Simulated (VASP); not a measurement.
# Si2Mo (Cmmm) in VASP: notebook

Runs on Si2Mo. Level: PBE. Tasks: single point, relaxation of cell and atoms.

Everything below comes from runs of VASP 6.6.1. Logs are shortened: lines on timing, memory, paths and dates and some standing lists are left out, and cuts for length are marked.

## 1. The cell of the first run

It takes space group Cmmm (No. 65, orthorhombic). The conventional cell has a = 6.855 Å, b = 6.915 Å, c = 4.236 Å, α = 90.00°, β = 90.00°, γ = 90.00°. Within 3.1 Å of Si (site symmetry m2m) lie 4 Mo at 2.29 to 2.58 Å and 4 Si at 3.05 Å. Si (site symmetry 2mm) has 2 Mo at 2.12 Å and 1 Si at 2.79 Å within 2.8 Å. Within 2.8 Å of Mo (site symmetry 2mm) lie 6 Si at 2.12 to 2.58 Å.

The cell was built from a structure type or drawn by symmetry, and may not be a known phase.

## 2. Single point, PBE

Contents of INCAR:

```
SYSTEM = Si2Mo
ALGO = Normal ; EDIFF = 1E-6
ENCUT = 520 ; GGA = PE
ISIF = 2 ; ISMEAR = 0
LASPH = .True. ; LCHARG = .False.
LREAL = .False. ; LWAVE = .False.
NBANDS = 31 ; NELM = 100
PREC = Accurate ; SIGMA = 0.1
```

Contents of KPOINTS:

```
k-points
0
Gamma
  4 4 4
  0 0 0
```

Contents of POSCAR:

```
Si2Mo
1.0
    3.4277247200     -3.4575821500      0.0000000000
    3.4277247200      3.4575821500      0.0000000000
    0.0000000000      0.0000000000      4.2362427600
Si Mo
4 2
Direct
    0.2458982400      0.7541017600      0.0000000000
    0.7541017600      0.2458982400      0.0000000000
    0.7965213700      0.7965213700      0.5000000000
    0.2034786300      0.2034786300      0.5000000000
    0.2242574600      0.2242574600      0.0000000000
    0.7757425400      0.7757425400      0.0000000000
```

Potentials or basis: VASP PAW PBE potentials, release 64 (Si, Mo_sv).

Launch:

```sh
$ cat potpaw_PBE.64/Si/POTCAR potpaw_PBE.64/Mo_sv/POTCAR > POTCAR
$ mpirun -np 1 vasp_std > vasp.out
```

OUTCAR:

```text
SYSTEM = Si2Mo
   EDIFF = 1E-6
   ENCUT = 520
   GGA = PE
   ISIF = 2
   ISMEAR = 0
   LASPH = .True.
   LREAL = .False.
   NELM = 100
   PREC = Accurate

 ion  position               nearest neighbor table
   1  0.246  0.754  0.000-   5 2.29   6 2.29   6 2.58   5 2.58   4 3.05   3 3.05   4 3.05   3 3.05

   2  0.754  0.246  0.000-   5 2.29   6 2.29   6 2.58   5 2.58   4 3.05   3 3.05   4 3.05   3 3.05

   3  0.797  0.797  0.500-   6 2.12   6 2.12   4 2.79   2 3.05   1 3.05   2 3.05   1 3.05
   4  0.203  0.203  0.500-   5 2.12   5 2.12   3 2.79   2 3.05   1 3.05   2 3.05   1 3.05
   5  0.224  0.224  0.000-   4 2.12   4 2.12   1 2.29   2 2.29   2 2.58   1 2.58   6 3.07   6 3.48
                             6 3.48
   6  0.776  0.776  0.000-   3 2.12   3 2.12   1 2.29   2 2.29   2 2.58   1 2.58   5 3.07   5 3.48
                             5 3.48

  LATTYP: Found a base centered orthorhombic cell.
 ALAT       =     6.8554494400
 B/A-ratio  =     1.0087105682
 C/A-ratio  =     0.6179380064

  Lattice vectors:

 A1 = (   3.4277247200,  -3.4575821500,   0.0000000000)
 A2 = (   3.4277247200,   3.4575821500,   0.0000000000)
 A3 = (   0.0000000000,   0.0000000000,   4.2362427600)

Analysis of symmetry for initial positions (statically):
=====================================================================
 Subroutine PRICEL returns:
 Original cell was already a primitive cell.

 Routine SETGRP: Setting up the symmetry group for a
 base centered orthorhombic supercell.

 Subroutine GETGRP returns: Found  8 space group operations
 (whereof  8 operations were pure point group operations)
 out of a pool of  8 trial point group operations.

The static configuration has the point symmetry D_2h.

Analysis of symmetry for dynamics (positions and initial velocities):
=====================================================================
 Subroutine PRICEL returns:
 Original cell was already a primitive cell.

 Routine SETGRP: Setting up the symmetry group for a
 base centered orthorhombic supercell.

 Subroutine GETGRP returns: Found  8 space group operations
 (whereof  8 operations were pure point group operations)
 out of a pool of  8 trial point group operations.

The dynamic configuration has the point symmetry D_2h.

 Subroutine INISYM returns: Found  8 space group operations
 (whereof  8 operations are pure point group operations),
 and found     1 'primitive' translations

----------------------------------------------------------------------------------------

                                     Primitive cell

  volume of cell :     100.4128

  direct lattice vectors                    reciprocal lattice vectors
     3.427724720 -3.457582150  0.000000000     0.145869357 -0.144609724  0.000000000
     3.427724720  3.457582150  0.000000000     0.145869357  0.144609724  0.000000000
     0.000000000  0.000000000  4.236242760     0.000000000  0.000000000  0.236058238

  length of vectors
     4.868692954  4.868692954  4.236242760     0.205401659  0.205401659  0.236058238

  position of ions in fractional coordinates (direct lattice)
     0.245898240  0.754101760  0.000000000
     0.754101760  0.245898240  0.000000000
     0.796521370  0.796521370  0.500000000
     0.203478630  0.203478630  0.500000000
     0.224257460  0.224257460  0.000000000
     0.775742540  0.775742540  0.000000000

  ion indices of the primitive-cell ions
   primitive index   ion index
                 1           1
                 2           2
                 3           3
                 4           4
                 5           5
                 6           6

----------------------------------------------------------------------------------------

 KPOINTS: k-points

Automatic generation of k-mesh.
 Grid dimensions read from file:
 generate k-points for:    4    4    4

 Generating k-lattice:

  Cartesian coordinates                     Fractional coordinates (reciprocal lattice)
     0.036467339 -0.036152431  0.000000000     0.250000000  0.000000000  0.000000000
     0.036467339  0.036152431  0.000000000     0.000000000  0.250000000  0.000000000
     0.000000000  0.000000000  0.059014559     0.000000000  0.000000000  0.250000000

  Length of vectors
     0.051350415  0.051350415  0.059014559

  Shift w.r.t. Gamma in fractional coordinates (k-lattice)
     0.000000000  0.000000000  0.000000000

 Subroutine IBZKPT returns following result:
 ===========================================

 Found     21 irreducible k-points:

 Following reciprocal coordinates:
            Coordinates               Weight
  0.000000  0.000000  0.000000      1.000000
  0.250000  0.000000  0.000000      4.000000
  0.500000  0.000000  0.000000      2.000000
  0.250000  0.250000  0.000000      2.000000
  0.500000  0.250000  0.000000      4.000000
 -0.250000  0.250000  0.000000      2.000000
[... 13 lines left out ...]
 -0.250000  0.250000  0.500000      2.000000
  0.500000  0.500000  0.500000      1.000000
   k-points           NKPTS =     21   k-points in BZ     NKDIM =     21   number of bands    NBANDS=     31
   number of dos      NEDOS =    301   number of ions     NIONS =      6
   total plane-waves  NPLWV =  41472
   dimension x,y,z NGX =    36 NGY =   36 NGZ =   32
   dimension x,y,z NGXF=    72 NGYF=   72 NGZF=   64
   ions per type =               4   2
   NGX,Y,Z   is equivalent  to a cutoff of  12.29, 12.29, 12.56 a.u.
   NGXF,Y,Z  is equivalent  to a cutoff of  24.59, 24.59, 25.12 a.u.
 SYSTEM =  Si2Mo
   PREC   = accura    normal or accurate (medium, high low for compatibility)
   ISTART =      0    job   : 0-new  1-cont  2-samecut
   ICHARG =      2    charge: 1-file 2-atom 10-const
   ISPIN  =      1    spin polarized calculation?
   LNONCOLLINEAR =      F non collinear calculations
   LSORBIT =      F    spin-orbit coupling
   LASPH  =      T    aspherical Exc in radial PAW
   ENCUT  =  520.0 eV  38.22 Ry    6.18 a.u.   9.05  9.05  7.88*2*pi/ulx,y,z
   NELM   =    100;   NELMIN=  2; NELMDL= -5     # of ELM steps
   EDIFF  = 0.1E-05   stopping-criterion for ELM
   LREAL  =      F    real-space projection
   EDIFFG = 0.1E-04   stopping-criterion for IOM
   NSW    =      0    number of steps for IOM
   IBRION =     -1    ionic relax: 0-MD 1-quasi-New 2-CG
   NFREE  =      0    steps in history (QN), initial steepest desc. (CG)
   ISIF   =      2    stress and relaxation
   ISYM   =      2    0-nonsym 1-usesym 2-fastsym
   POTIM  = 0.5000    time-step for ionic-motion
   TEBEG  =    0.0;   TEEND  =   0.0 temperature during run
   PSTRESS=    0.0 pullay stress
   NELECT =      44.0000    total number of electrons
   NUPDOWN=      -1.0000    fix difference up-down
   EMIN   =  10.00;   EMAX   =-10.00  energy-range for DOS
   EFERMI =   0.00;   METHOD = LEGACY
   ISMEAR =     0;   SIGMA  =   0.10  broadening in eV -4-tet -1-fermi 0-gaus
   EFERMI_NEDOS =   21; number of points for ismear=-14 and -15
   IALGO  =     38    algorithm
   IMIX   =      4    mixing-type and parameters
     AMIX     =   0.40;   BMIX     =  1.00
     AMIX_MAG =   1.60;   BMIX_MAG =  1.00
  volume/ion in A,a.u.               =      16.74       112.94
  Fermi-wavevector in a.u.,A,eV,Ry     =   1.243453  2.349785 21.036985  1.546175
  Thomas-Fermi vector in A             =   2.377763
   LORBIT       =      0    0 simple, 1 ext, 2 COOP (PROOUT), +10 PAW based schemes
   GGA     = PE    functional components
   LHFCALC =     F    Hartree Fock is set to
   AEXX    =    0.0000 exact exchange contribution
   IVDW    =     0    specifies the selected vdW correction
   LEPSILON=     F    determine dielectric tensor
   LRPA    =     F    only Hartree local field effects (RPA)
 non-spin polarized calculation
 Gauss-broadening in eV      SIGMA  =   0.10
  energy-cutoff  :      520.00
  volume of cell :      100.41
 maximum number of plane-waves:      2736
   NGX = 19   NGY = 19   NGZ = 15

 number of electron      44.0000002 magnetization

 Free energy of the ion-electron system (eV)
  ---------------------------------------------------
  ext. energy  EPLUGINS =         0.00000000
  ---------------------------------------------------
  free energy    TOTEN  =       -38.00457523 eV

  energy without entropy =      -37.99570489  energy(sigma->0) =      -38.00014006

 E-fermi :   9.0082     XC(G=0): -11.0282

 val. band max:        9.0009358976   @ k =   0.2500   0.2500   0.5000
 cond. band min:       9.0376123628   @ k =   0.2500   0.0000   0.0000
 fundamental gap:      0.0366764652
 Fermi energy:         9.0081951018

 k-point     1 :       0.0000    0.0000    0.0000
  band No.  band energies     occupation
      1     -51.2855      2.00000
      2     -51.2613      2.00000
      3     -25.7158      2.00000
      4     -25.6816      2.00000
      5     -25.6681      2.00000
      6     -25.6616      2.00000
[... 23 lines left out ...]
     30      11.9632      0.00000
     31      12.0383      0.00000

 k-point     2 :       0.2500    0.0000    0.0000
  band No.  band energies     occupation
      1     -51.2836      2.00000
      2     -51.2630      2.00000
      3     -25.7128      2.00000
      4     -25.6846      2.00000
      5     -25.6588      2.00000
      6     -25.6559      2.00000
[... 23 lines left out ...]
     30      12.0188      0.00000
     31      12.3670      0.00000

 k-point     3 :       0.5000    0.0000    0.0000
  band No.  band energies     occupation
      1     -51.2812      2.00000
      2     -51.2653      2.00000
      3     -25.7088      2.00000
      4     -25.6885      2.00000
      5     -25.6497      2.00000
      6     -25.6425      2.00000
[... 23 lines left out ...]
     30      13.0017      0.00000
     31      13.1353      0.00000

 k-point     4 :       0.2500    0.2500    0.0000
  band No.  band energies     occupation
      1     -51.2819      2.00000
      2     -51.2646      2.00000
      3     -25.7101      2.00000
      4     -25.6889      2.00000
      5     -25.6872      2.00000
      6     -25.6496      2.00000
[... 23 lines left out ...]
     30      12.6432      0.00000
     31      13.5040      0.00000

 k-point     5 :       0.5000    0.2500    0.0000
  band No.  band energies     occupation
      1     -51.2801      2.00000
      2     -51.2663      2.00000
      3     -25.7072      2.00000
      4     -25.6900      2.00000
      5     -25.6849      2.00000
      6     -25.6658      2.00000
[... 23 lines left out ...]
     30      13.2400      0.00000
     31      13.7904      0.00000
[... 440 lines left out ...]
     30      14.4849      0.00000
     31      14.5640      0.00000

 k-point    19 :       0.5000    0.2500    0.5000
  band No.  band energies     occupation
      1     -51.2779      2.00000
      2     -51.2641      2.00000
      3     -25.7455      2.00000
      4     -25.7271      2.00000
      5     -25.6841      2.00000
      6     -25.6647      2.00000
[... 23 lines left out ...]
     30      14.6461      0.00000
     31      14.8290      0.00000

 k-point    20 :      -0.2500    0.2500    0.5000
  band No.  band energies     occupation
      1     -51.2800      2.00000
      2     -51.2622      2.00000
      3     -25.7491      2.00000
      4     -25.7235      2.00000
      5     -25.6722      2.00000
      6     -25.6426      2.00000
[... 23 lines left out ...]
     30      13.9132      0.00000
     31      13.9487      0.00000

 k-point    21 :       0.5000    0.5000    0.5000
  band No.  band energies     occupation
      1     -51.2766      2.00000
      2     -51.2653      2.00000
      3     -25.7433      2.00000
      4     -25.7291      2.00000
      5     -25.7056      2.00000
      6     -25.6806      2.00000
[... 23 lines left out ...]
     30      15.4724      0.00000
     31      15.5886      0.00000

------------------------ aborting loop because EDIFF is reached ----------------------------------------

  FORCE on cell =-STRESS in cart. coord.  units (eV):
  Direction    XX          YY          ZZ          XY          YZ          ZX
  --------------------------------------------------------------------------------------
  -------------------------------------------------------------------------------------
  Total       11.4619879      6.0024416     40.5647182      0.0000000      0.0000000      0.0000000
  in kB      182.8863317     95.7743575    647.2465824      0.0000000      0.0000000      0.0000000
  external PRESSURE =     308.6357572 kB  Pullay stress =       0.0000000 kB

 VOLUME and BASIS-vectors are now :
 -----------------------------------------------------------------------------
  energy-cutoff  :      520.00
  volume of cell :      100.41
      direct lattice vectors                 reciprocal lattice vectors
     3.427724720 -3.457582150  0.000000000     0.145869357 -0.144609724  0.000000000
     3.427724720  3.457582150  0.000000000     0.145869357  0.144609724  0.000000000
     0.000000000  0.000000000  4.236242760     0.000000000  0.000000000  0.236058238

 POSITION                                       TOTAL-FORCE (eV/Angst)
 -----------------------------------------------------------------------------------
      3.42772      1.75716      0.00000         0.000000     -2.996166     -0.000000
      3.42772     -1.75716      0.00000         0.000000      2.996166      0.000000
      5.46051      0.00000      2.11812        -0.107018      0.000000      0.000000
      1.39494      0.00000      2.11812         0.107018      0.000000     -0.000000
      1.53739      0.00000      0.00000         4.433120      0.000000     -0.000000
      5.31806      0.00000      0.00000        -4.433120      0.000000      0.000000
 -----------------------------------------------------------------------------------
    total drift:                               -0.000000     -0.000000      0.000000

  FREE ENERGIE OF THE ION-ELECTRON SYSTEM (eV)
  ---------------------------------------------------
  free  energy   TOTEN  =       -38.0045752269 eV

  energy  without entropy=      -37.9957048928  energy(sigma->0) =      -38.00014006
```

It took 46 s on 1 thread of Intel Xeon Platinum 8375C at 2.90GHz (Ice Lake), shared host; peak memory 0.22 GiB.

Results:

| Quantity | Value |
| --- | --- |
| Free energy | -38.0046 eV |
| Pressure | 30.9 GPa |
| Largest force | 4.433 eV/Å |
| Band gap on the k mesh | zero (bands 22 and 23 overlap by 0.68 eV) |

Forces in eV/Å, atoms in the order of the input:
```
Si   0.000 -2.996  0.000
Si   0.000  2.996  0.000
Si  -0.107  0.000  0.000
Si   0.107  0.000  0.000
Mo   4.433  0.000  0.000
Mo  -4.433  0.000  0.000
```

Stress tensor (GPa, compression positive):
```
18.29  0.00  0.00
 0.00  9.58  0.00
 0.00  0.00 64.72
```

Levels at points of the mesh, in eV from the Fermi level:
```
           k point  band 18  band 19  band 20  band 21  band 22  band 23  band 24  band 25  band 26  band 27
(0.00, 0.00, 0.00)    -1.58    -1.42    -0.75    -0.64    -0.21    -0.02     1.22     1.36     1.60     1.70
(0.50, 0.00, 0.00)    -3.00    -1.82    -1.15    -0.59    -0.19     0.47     1.30     1.54     1.89     1.99
(0.50, 0.50, 0.00)    -3.17    -1.01    -0.58    -0.55    -0.33     0.95     1.12     1.12     1.40     2.81
(0.00, 0.00, 0.50)    -3.16    -2.25    -2.07    -1.72    -0.68    -0.42     0.27     1.28     1.40     2.41
(0.50, 0.00, 0.50)    -3.45    -2.89    -2.83    -2.73    -2.60     1.61     1.72     1.87     2.35     2.88
(0.50, 0.50, 0.50)    -3.71    -3.50    -3.06    -1.62    -1.24     1.11     1.77     2.41     2.62     3.77
```

Caveat: the k points lie up to 0.37 Å⁻¹ apart, too coarse for converged energies and pressures of a metal; forces of over 1 eV/Å act on the atoms, so gaps and moduli don't describe the material at rest.

## 3. Relaxation of cell and atoms, PBE

Contents of INCAR:

```
SYSTEM = Si2Mo
  PREC = Accurate
  ENCUT = 600
  EDIFF = 1E-6
  ISMEAR = 0
  SIGMA = 0.1
  LREAL = .FALSE.
  LASPH = .TRUE.
  NELM = 100
  ALGO = Normal
  ISIF = 3
  LWAVE = .FALSE.
  LCHARG = .FALSE.
  GGA = PE
  IBRION = 2
  NSW = 90
  EDIFFG = -0.04
```

Contents of KPOINTS:

```
Automatic mesh
0
G
  4 4 4
  0 0 0
```

POSCAR is that of step 2.

Potentials or basis: VASP PAW PBE potentials, release 64 (Si, Mo_sv).

Launch:

```sh
$ cat potpaw_PBE.64/Si/POTCAR potpaw_PBE.64/Mo_sv/POTCAR > POTCAR
$ mpirun -np 1 vasp_std > vasp.out
```

It took 13 min on 1 thread of Intel Xeon Platinum 8375C at 2.90GHz (Ice Lake), shared host; peak memory 0.27 GiB.

It converged, with:

```
Free energy                           : -41.0746 eV
Relaxed volume                        : 19.31 Å³/atom
Relaxed cell                          : a = 4.934 Å, b = 4.934 Å, c = 4.760 Å, α = 90.00°, β = 90.00°, γ = 90.03°
Space group after relaxing (to 0.1 Å) : P4/mmm (No. 123)
Energy gained by relaxing             : 511.6 meV/atom
Ionic steps                           : 20
Pressure after relaxing               : -0.1 GPa
Largest force after relaxing          : 0.025 eV/Å
Band gap on the k mesh                : zero (bands 22 and 23 overlap by 1.30 eV)
```

Forces in eV/Å, atoms in the order of the input:
```
Si   0.000 -0.025  0.000
Si   0.000  0.025  0.000
Si  -0.012  0.000  0.000
Si   0.012  0.000  0.000
Mo  -0.003  0.000  0.000
Mo   0.003  0.000  0.000
```

Stress tensor (GPa, compression positive):
```
 0.04  0.00  0.00
 0.00  0.00  0.00
 0.00  0.00 -0.25
```

Step by step:
```
step  energy change (eV)  largest force (eV/Å)  pressure (GPa)  volume (Å³)
   1              0.0000                4.4332           30.84       100.41
   2              0.2081                1.0058          -16.00       152.40
   3             -2.9026                0.5873           -4.28       120.86
   4             -2.9201                0.7552           -3.05       119.53
   5             -2.9220                0.8441           -2.39       118.86
   6             -2.9991                0.3303            0.83       114.97
   7             -3.0007                0.3278            0.40       115.42
   8             -3.0103                0.2909           -0.02       115.83
   9             -3.0174                0.2439           -0.73       116.54
  10             -3.0229                0.2295           -0.60       116.41
  11             -3.0363                0.1851           -0.21       116.03
  12             -3.0499                0.0898            0.55       115.28
  13             -3.0513                0.1486            0.85       114.99
  14             -3.0578                0.1371            0.01       115.81
  15             -3.0595                0.1258           -0.69       116.51
  16             -3.0643                0.0458           -0.57       116.41
  17             -3.0671                0.0838           -0.38       116.24
  18             -3.0692                0.0595            0.36       115.47
  19             -3.0693                0.0650            0.20       115.64
  20             -3.0697                0.0253           -0.07       115.89
```

Final structure:
```xyz
6
Lattice="3.4880 -3.4901 0.0000 3.4880 3.4901 0.0000 0.0000 0.0000 4.7600" Properties=species:S:1:pos:R:3 pbc="T T T"
Si    3.4880    1.7467    0.0000
Si    3.4880   -1.7467    0.0000
Si    5.2442    0.0000    2.3800
Si    1.7318    0.0000    2.3800
Mo    1.7444    0.0000    0.0000
Mo    5.2315    0.0000    4.7600
```

Levels at points of the mesh, in eV from the Fermi level:
| k point | band 19 | band 20 | band 21 | band 22 | band 23 | band 24 | band 25 | band 26 |
| --- | --- | --- | --- | --- | --- | --- | --- | --- |
| (0.00, 0.00, 0.00) | -0.81 | -0.35 | -0.34 | 0.64 | 0.65 | 0.90 | 1.11 | 1.18 |
| (0.50, 0.00, 0.00) | -1.17 | -1.16 | 0.00 | 0.01 | 0.46 | 0.48 | 0.55 | 0.59 |
| (0.50, 0.50, 0.00) | -1.13 | -1.13 | -0.24 | -0.24 | -0.01 | 0.00 | 1.11 | 1.12 |
| (0.00, 0.00, 0.50) | -2.22 | -1.13 | -1.12 | -0.80 | -0.66 | 0.97 | 1.43 | 1.51 |
| (0.50, 0.00, 0.50) | -2.79 | -2.77 | -2.54 | -2.52 | 2.19 | 2.20 | 2.21 | 2.21 |
| (0.50, 0.50, 0.50) | -3.20 | -3.20 | -0.64 | -0.64 | 1.32 | 1.33 | 1.83 | 1.84 |

Caveat: the k points lie up to 0.33 Å⁻¹ apart in the final cell, too coarse for converged energies and pressures of a metal; the volume moved by over 15 % at a fixed basis, so the end points are rough.
